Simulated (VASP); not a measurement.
Wanted: the native input for a VASP 6.6.1 run.

```
Task                   : single point
Functional             : PBE
Potentials or basis    : VASP PAW PBE potentials, release 64 (Al, N)
Cutoff                 : 600 eV
k mesh                 : 8 × 8 × 6
Occupations            : gaussian, width 0.05 eV
Spin                   : no spin polarisation
Dipole correction      : no
Further INCAR settings : ALGO = Normal; EDIFF = 1e-06; NBANDS = 16
```

The structure of AlN lies in POSCAR:

```
AlN
1.0
    0.0000000000     -2.0353166207     -2.0353166207
    0.0000000000      2.0353166207     -2.0353166207
    4.0706332413      0.0000000000      0.0000000000
Al N
2 2
Direct
    0.5035163102      0.4964836898      0.0000000000
   -0.0035163102      0.0035163102      0.5000000000
    0.5186703138      0.4813296862      0.5000000000
   -0.0186703138      1.0186703138      0.0000000000
```

This cell differs from its parent crystal: mode 10 frozen in at -0.076 Å and mode 12 at +0.000 Å (largest displacements).

The input as run:

INCAR

```
PREC     = Accurate       # precision mode
ENCUT    = 600            # plane-wave cutoff, eV
EDIFF    = 1E-6           # SCF threshold, eV
ISMEAR   = 0              # smearing method
SIGMA    = 0.05           # smearing width, eV
LREAL    = F              # projectors in reciprocal space
LASPH    = T              # aspherical terms in the spheres
NELM     = 120            # most SCF steps
ALGO     = Normal         # electronic algorithm
ISIF     = 2              # what is computed and relaxed
LWAVE    = F              # write WAVECAR
LCHARG   = F              # write CHGCAR
GGA      = PE             # functional
NBANDS   = 16             # bands
GGA_COMPAT= F
```

KPOINTS

```
regular mesh
0
Gamma
  8 8 6
```

Potentials or basis: VASP PAW PBE potentials, release 64 (Al, N).

The run is started by

```sh
$ cat potpaw_PBE.64/Al/POTCAR potpaw_PBE.64/N/POTCAR > POTCAR
$ mpirun -np 1 vasp_std > vasp.out
```

Results of the run:

* Pressure: 1.1 GPa
* Largest force: 1.222 eV/Å
* Band gap on the k mesh: 4.30 eV

Caveat: the cell differs from its parent crystal (mode 10 frozen in at -0.076 Å and mode 12 at +0.000 Å (largest displacements)); forces of over 1 eV/Å act on the atoms, so gaps and moduli don't describe the material at rest.

Run time: 23 s on 1 thread of Intel Xeon 6975P-C, with other jobs on the host, peak memory 0.18 GiB.
